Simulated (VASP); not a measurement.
# HfB4 (P6/mmm) in VASP: notebook

The runs below take HfB4 through single point, relaxation of cell and atoms, with PBE.

All numbers are computed with VASP 6.6.1; they aren't measurements. Logs are shortened: lines on timing, memory, paths and dates and some standing lists are left out, and cuts for length are marked.

## (1) The cell of the first run

The structure is hexagonal, space group P6/mmm (No. 191). The conventional cell has a = 3.995 Å, b = 3.995 Å, c = 6.249 Å, α = 90.00°, β = 90.00°, γ = 120.00°. Within 3.0 Å of Hf (site symmetry 6/mmm) lie 8 B at 2.31 Å. B (site symmetry 6mm) has 1 B at 1.64 Å within 2.2 Å. Within 3.0 Å of B (site symmetry -6m2) lie 3 Hf at 2.31 Å and 3 B at 2.31 Å.

## (2) Single point, PBE

File INCAR:

```
PREC     = Accurate       # precision mode
ENCUT    = 520            # plane-wave cutoff, eV
EDIFF    = 1E-7           # SCF threshold, eV
ISMEAR   = 0              # smearing method
SIGMA    = 0.1            # smearing width, eV
LREAL    = False          # projectors in reciprocal space
LASPH    = True           # aspherical terms in the spheres
NELM     = 100            # most SCF steps
ALGO     = Normal         # electronic algorithm
ISIF     = 2              # what is computed and relaxed
LWAVE    = False          # write WAVECAR
LCHARG   = False          # write CHGCAR
GGA      = PE             # functional
NBANDS   = 19             # bands
```

File KPOINTS:

```
regular mesh
0
Gamma
  6 6 4
```

File POSCAR:

```
HfB4
1.0
    3.9948984422      0.0000000000      0.0000000000
   -1.9974492211      3.4596835365      0.0000000000
    0.0000000000      0.0000000000      6.2491365113
Hf B
1 4
Direct
    0.0000000000      0.0000000000      0.0000000000
    0.0000000000      0.0000000000      0.3689761484
    0.0000000000      0.0000000000      0.6310238516
    0.3333333333      0.6666666667      0.0000000000
    0.6666666667      0.3333333333      0.0000000000
```

Potentials or basis: VASP PAW PBE potentials, release 64 (Hf_pv, B).

Launch:

```console
$ cat potpaw_PBE.64/Hf_pv/POTCAR potpaw_PBE.64/B/POTCAR > POTCAR
$ mpirun -np 1 vasp_std > vasp.out
```

OUTCAR:

```text
PREC = Accurate
   ENCUT = 520
   EDIFF = 1E-7
   ISMEAR = 0
   LREAL = False
   LASPH = True
   NELM = 100
   ISIF = 2
   GGA = PE

 ion  position               nearest neighbor table
   1  0.000  0.000  0.000-   2 2.31   3 2.31   4 2.31   5 2.31   5 2.31   4 2.31   5 2.31   4 2.31

   2  0.000  0.000  0.369-   3 1.64   1 2.31
   3  0.000  0.000  0.631-   2 1.64   1 2.31
   4  0.333  0.667  0.000-   1 2.31   1 2.31   1 2.31
   5  0.667  0.333  0.000-   1 2.31   1 2.31   1 2.31

  LATTYP: Found a hexagonal cell.
 ALAT       =     3.9948984422
 C/A-ratio  =     1.5642791930

  Lattice vectors:

 A1 = (   3.9948984422,   0.0000000000,   0.0000000000)
 A2 = (  -1.9974492211,   3.4596835365,   0.0000000000)
 A3 = (   0.0000000000,   0.0000000000,   6.2491365113)

Analysis of symmetry for initial positions (statically):
=====================================================================
 Subroutine PRICEL returns:
 Original cell was already a primitive cell.

 Routine SETGRP: Setting up the symmetry group for a
 hexagonal supercell.

 Subroutine GETGRP returns: Found 24 space group operations
 (whereof 24 operations were pure point group operations)
 out of a pool of 24 trial point group operations.

The static configuration has the point symmetry D_6h.

Analysis of symmetry for dynamics (positions and initial velocities):
=====================================================================
 Subroutine PRICEL returns:
 Original cell was already a primitive cell.

 Routine SETGRP: Setting up the symmetry group for a
 hexagonal supercell.

 Subroutine GETGRP returns: Found 24 space group operations
 (whereof 24 operations were pure point group operations)
 out of a pool of 24 trial point group operations.

The dynamic configuration has the point symmetry D_6h.

 Subroutine INISYM returns: Found 24 space group operations
 (whereof 24 operations are pure point group operations),
 and found     1 'primitive' translations

----------------------------------------------------------------------------------------

                                     Primitive cell

  volume of cell :      86.3698

  direct lattice vectors                    reciprocal lattice vectors
     3.994898442  0.000000000  0.000000000     0.250319255  0.144521889  0.000000000
    -1.997449221  3.459683537  0.000000000     0.000000000  0.289043778  0.000000000
     0.000000000  0.000000000  6.249136511     0.000000000  0.000000000  0.160022108

  length of vectors
     3.994898442  3.994898442  6.249136511     0.289043778  0.289043778  0.160022108

  position of ions in fractional coordinates (direct lattice)
     0.000000000  0.000000000  0.000000000
     0.000000000  0.000000000  0.368976148
     0.000000000  0.000000000  0.631023852
     0.333333333  0.666666667  0.000000000
     0.666666667  0.333333333  0.000000000

  ion indices of the primitive-cell ions
   primitive index   ion index
                 1           1
                 2           2
                 3           3
                 4           4
                 5           5

----------------------------------------------------------------------------------------

 KPOINTS: regular mesh

Automatic generation of k-mesh.
 Grid dimensions read from file:
 generate k-points for:    6    6    4

 Generating k-lattice:

  Cartesian coordinates                     Fractional coordinates (reciprocal lattice)
     0.041719876  0.024086981  0.000000000     0.166666667 -0.000000000  0.000000000
     0.000000000  0.048173963  0.000000000     0.000000000  0.166666667  0.000000000
     0.000000000  0.000000000  0.040005527     0.000000000  0.000000000  0.250000000

  Length of vectors
     0.048173963  0.048173963  0.040005527

  Shift w.r.t. Gamma in fractional coordinates (k-lattice)
     0.000000000  0.000000000  0.000000000

 Subroutine IBZKPT returns following result:
 ===========================================

 Found     21 irreducible k-points:

 Following reciprocal coordinates:
            Coordinates               Weight
  0.000000  0.000000  0.000000      1.000000
  0.166667 -0.000000  0.000000      6.000000
  0.333333 -0.000000  0.000000      6.000000
  0.500000 -0.000000  0.000000      3.000000
  0.166667  0.166667  0.000000      6.000000
  0.333333  0.166667  0.000000     12.000000
[... 13 lines left out ...]
  0.333333  0.166667  0.500000     12.000000
  0.333333  0.333333  0.500000      2.000000
   k-points           NKPTS =     21   k-points in BZ     NKDIM =     21   number of bands    NBANDS=     19
   number of dos      NEDOS =    301   number of ions     NIONS =      5
   total plane-waves  NPLWV =  43200
   dimension x,y,z NGX =    30 NGY =   30 NGZ =   48
   dimension x,y,z NGXF=    60 NGYF=   60 NGZF=   96
   ions per type =               1   4
   NGX,Y,Z   is equivalent  to a cutoff of  12.48, 12.48, 12.77 a.u.
   NGXF,Y,Z  is equivalent  to a cutoff of  24.97, 24.97, 25.54 a.u.
 SYSTEM =  unknown system
   PREC   = accura    normal or accurate (medium, high low for compatibility)
   ISTART =      0    job   : 0-new  1-cont  2-samecut
   ICHARG =      2    charge: 1-file 2-atom 10-const
   ISPIN  =      1    spin polarized calculation?
   LNONCOLLINEAR =      F non collinear calculations
   LSORBIT =      F    spin-orbit coupling
   LASPH  =      T    aspherical Exc in radial PAW
   ENCUT  =  520.0 eV  38.22 Ry    6.18 a.u.   7.43  7.43 11.62*2*pi/ulx,y,z
   NELM   =    100;   NELMIN=  2; NELMDL= -5     # of ELM steps
   EDIFF  = 0.1E-06   stopping-criterion for ELM
   LREAL  =      F    real-space projection
   EDIFFG = 0.1E-05   stopping-criterion for IOM
   NSW    =      0    number of steps for IOM
   IBRION =     -1    ionic relax: 0-MD 1-quasi-New 2-CG
   NFREE  =      0    steps in history (QN), initial steepest desc. (CG)
   ISIF   =      2    stress and relaxation
   ISYM   =      2    0-nonsym 1-usesym 2-fastsym
   POTIM  = 0.5000    time-step for ionic-motion
   TEBEG  =    0.0;   TEEND  =   0.0 temperature during run
   PSTRESS=    0.0 pullay stress
   NELECT =      22.0000    total number of electrons
   NUPDOWN=      -1.0000    fix difference up-down
   EMIN   =  10.00;   EMAX   =-10.00  energy-range for DOS
   EFERMI =   0.00;   METHOD = LEGACY
   ISMEAR =     0;   SIGMA  =   0.10  broadening in eV -4-tet -1-fermi 0-gaus
   EFERMI_NEDOS =   21; number of points for ismear=-14 and -15
   IALGO  =     38    algorithm
   IMIX   =      4    mixing-type and parameters
     AMIX     =   0.40;   BMIX     =  1.00
     AMIX_MAG =   1.60;   BMIX_MAG =  1.00
  volume/ion in A,a.u.               =      17.27       116.57
  Fermi-wavevector in a.u.,A,eV,Ry     =   1.037755  1.961073 14.652608  1.076936
  Thomas-Fermi vector in A             =   2.172208
   LORBIT       =      0    0 simple, 1 ext, 2 COOP (PROOUT), +10 PAW based schemes
   GGA     = PE    functional components
   LHFCALC =     F    Hartree Fock is set to
   AEXX    =    0.0000 exact exchange contribution
   IVDW    =     0    specifies the selected vdW correction
   LEPSILON=     F    determine dielectric tensor
   LRPA    =     F    only Hartree local field effects (RPA)
 non-spin polarized calculation
 Gauss-broadening in eV      SIGMA  =   0.10
  energy-cutoff  :      520.00
  volume of cell :       86.37
 maximum number of plane-waves:      2376
 NGX is ok and might be reduce to    30
   NGX = 15   NGY = 15   NGZ = 23

 number of electron      22.0000002 magnetization

 Free energy of the ion-electron system (eV)
  ---------------------------------------------------
  ext. energy  EPLUGINS =         0.00000000
  ---------------------------------------------------
  free energy    TOTEN  =       -27.27412086 eV

  energy without entropy =      -27.23657421  energy(sigma->0) =      -27.25534753

 E-fermi :   1.3245     XC(G=0):  -8.9682

 val. band max:        1.3179414963   @ k =   0.1667  -0.0000   0.0000
 cond. band min:       1.3249389892   @ k =   0.3333   0.1667   0.2500
 fundamental gap:      0.0069974929
 Fermi energy:         1.3245085668

 k-point     1 :       0.0000    0.0000    0.0000
  band No.  band energies     occupation
      1     -28.5126      2.00000
      2     -28.5126      2.00000
      3     -28.1171      2.00000
      4      -8.9285      2.00000
      5      -6.3318      2.00000
      6      -3.0709      2.00000
[... 11 lines left out ...]
     18       5.6219      0.00000
     19       7.6187      0.00000

 k-point     2 :       0.1667   -0.0000    0.0000
  band No.  band energies     occupation
      1     -28.5390      2.00000
      2     -28.5206      2.00000
      3     -28.1144      2.00000
      4      -8.5331      2.00000
      5      -6.2148      2.00000
      6      -3.6866      2.00000
[... 11 lines left out ...]
     18       5.0788      0.00000
     19       8.4513      0.00000

 k-point     3 :       0.3333   -0.0000    0.0000
  band No.  band energies     occupation
      1     -28.5912      2.00000
      2     -28.5364      2.00000
      3     -28.1091      2.00000
      4      -7.4899      2.00000
      5      -5.9551      2.00000
      6      -4.6992      2.00000
[... 11 lines left out ...]
     18       6.1868      0.00000
     19       8.2004      0.00000

 k-point     4 :       0.5000   -0.0000    0.0000
  band No.  band energies     occupation
      1     -28.6170      2.00000
      2     -28.5444      2.00000
      3     -28.1065      2.00000
      4      -6.5550      2.00000
      5      -5.6829      2.00000
      6      -5.5967      2.00000
[... 341 lines left out ...]
     18       5.7469      0.00000
     19       6.4445      0.00000

 k-point    20 :       0.3333    0.1667    0.5000
  band No.  band energies     occupation
      1     -28.6048      2.00000
      2     -28.5568      2.00000
      3     -28.1066      2.00000
      4      -6.3984      2.00000
      5      -5.8891      2.00000
      6      -5.1247      2.00000
[... 11 lines left out ...]
     18       5.8182      0.00000
     19       6.5934      0.00000

 k-point    21 :       0.3333    0.3333    0.5000
  band No.  band energies     occupation
      1     -28.5893      2.00000
      2     -28.5893      2.00000
      3     -28.1052      2.00000
      4      -5.8027      2.00000
      5      -5.3263      2.00000
      6      -5.3263      2.00000
[... 11 lines left out ...]
     18       7.0783      0.00000
     19       7.0783      0.00000

------------------------ aborting loop because EDIFF is reached ----------------------------------------

  FORCE on cell =-STRESS in cart. coord.  units (eV):
  Direction    XX          YY          ZZ          XY          YZ          ZX
  --------------------------------------------------------------------------------------
  -------------------------------------------------------------------------------------
  Total        0.1117454      0.1117454      0.3055393      0.0000000      0.0000000      0.0000000
  in kB        2.0728987      2.0728987      5.6678131      0.0000000      0.0000000      0.0000000
  external PRESSURE =       3.2712035 kB  Pullay stress =       0.0000000 kB

 VOLUME and BASIS-vectors are now :
 -----------------------------------------------------------------------------
  energy-cutoff  :      520.00
  volume of cell :       86.37
      direct lattice vectors                 reciprocal lattice vectors
     3.994898442  0.000000000  0.000000000     0.250319255  0.144521889  0.000000000
    -1.997449221  3.459683537  0.000000000     0.000000000  0.289043778  0.000000000
     0.000000000  0.000000000  6.249136511     0.000000000  0.000000000  0.160022108

 POSITION                                       TOTAL-FORCE (eV/Angst)
 -----------------------------------------------------------------------------------
      0.00000      0.00000      0.00000        -0.000000     -0.000000      0.000000
      0.00000      0.00000      2.30578        -0.000000     -0.000000      0.020963
      0.00000      0.00000      3.94335        -0.000000     -0.000000     -0.020963
     -0.00000      2.30646      0.00000         0.000000     -0.000000     -0.000000
      1.99745      1.15323      0.00000        -0.000000      0.000000      0.000000
 -----------------------------------------------------------------------------------
    total drift:                                0.000000     -0.000000      0.000000

  FREE ENERGIE OF THE ION-ELECTRON SYSTEM (eV)
  ---------------------------------------------------
  free  energy   TOTEN  =       -27.2741208579 eV

  energy  without entropy=      -27.2365742055  energy(sigma->0) =      -27.25534753
```

Run time: 51 s. Hardware: 1 thread of Intel Xeon Platinum 8259CL at 2.50GHz (Skylake/Cascade Lake), shared host; peak memory 0.21 GiB.

What came out:

| Quantity | Value |
| --- | --- |
| Free energy | -27.2741 eV |
| Pressure | 0.3 GPa |
| Largest force | 0.021 eV/Å |
| Band gap on the k mesh | zero (band 11 reaches 2.25 eV, above the bottom of band 12 at 0.49 eV) |

Forces in eV/Å, atoms in the order of the input:
```
Hf   0.000  0.000  0.000
B    0.000  0.000  0.021
B    0.000  0.000 -0.021
B    0.000  0.000  0.000
B    0.000  0.000  0.000
```

Stress tensor (GPa, compression positive):
```
0.21 0.00 0.00
0.00 0.21 0.00
0.00 0.00 0.57
```

Caveat: spin-orbit coupling is left out, which moves the levels of the heavy elements.

[end of part 1 of 2]
